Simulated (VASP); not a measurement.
NbSi:

```
Nb Si
1.0
     0.00000    2.57383    2.57383
     2.57383    0.00000    2.57383
     2.57383    2.57383    0.00000
Nb Si
1 1
Direct
  0.00000 0.00000 0.00000
  0.50000 0.50000 0.50000
```

- Program: VASP 6.6.1
- Task: relaxation of cell and atoms
- Functional: PBEsol
- Dispersion: D4
- Potentials or basis: VASP PAW PBE potentials, release 64 (Nb_sv, Si)
- Cutoff: 600 eV
- k mesh: 9 × 9 × 9
- Occupations: fermi-dirac, width 0.05 eV
- Spin: no spin polarisation

At the start: pressure -6.4 GPa; volume 17.05 Å³/atom.

Question: Where does the relaxation end?

Answer: Over 4 steps the energy falls by 14.5 meV/atom and the volume is 16.34 Å³/atom (-4.1 %); space group Fm-3m (No. 225, to 0.1 Å) before and after.

The path:
| step | energy change (eV) | largest force (eV/Å) | pressure (GPa) | volume (Å³) |
| --- | --- | --- | --- | --- |
| 1 | 0.0000 | 0.0000 | -6.44 | 34.10 |
| 2 | 0.0310 | 0.0000 | 10.82 | 30.83 |
| 3 | -0.0290 | 0.0000 | -0.11 | 32.72 |
| 4 | -0.0290 | 0.0000 | 0.04 | 32.69 |

Final structure:
```
Nb Si
1.0
     0.00000    2.53781    2.53781
     2.53781    0.00000    2.53781
     2.53781    2.53781    0.00000
Nb Si
1 1
Direct
  0.00000 0.00000 0.00000
  0.50000 0.50000 0.50000
```

Caveat: the PAW data sets were made with another functional, which shifts forces and pressure a little.
